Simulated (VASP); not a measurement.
A run of VASP 6.6.1 is set up as follows.

The input INCAR:

```
SYSTEM = PtSe2
PREC = Accurate
ENCUT = 520
EDIFF = 1E-6
ISMEAR = -1
SIGMA = 0.05
LREAL = .False.
LASPH = .True.
NELM = 100
ALGO = Normal
ISIF = 2
LWAVE = .False.
LCHARG = .False.
GGA = PE
NBANDS = 18
```

Contents of KPOINTS:

```
regular mesh
0
Gamma
  10 10 10
  0 0 0
```

POSCAR

```
PtSe2
1.0
    0.0000000000      3.1452373649      3.1452373649
    3.1452373649      0.0000000000      3.1452373649
    3.1452373649      3.1452373649      0.0000000000
Pt Se
1 2
Direct
    0.0000000000      0.0000000000      0.0000000000
    0.2500000000      0.2500000000      0.2500000000
    0.7500000000      0.7500000000      0.7500000000
```

Potentials or basis: VASP PAW PBE potentials, release 64 (Pt, Se).

The run is started by

```console
$ cat potpaw_PBE.64/Pt/POTCAR potpaw_PBE.64/Se/POTCAR > POTCAR
$ mpirun -np 1 vasp_std > vasp.out
```

(1) What does it give for the pressure?

(2) Predict the band gap on the k mesh.

Answers

(1) -0.1 GPa.

(2) zero (bands 11 and 12 overlap by 0.46 eV).

Caveat: spin-orbit coupling is left out, which moves the levels of the heavy elements.
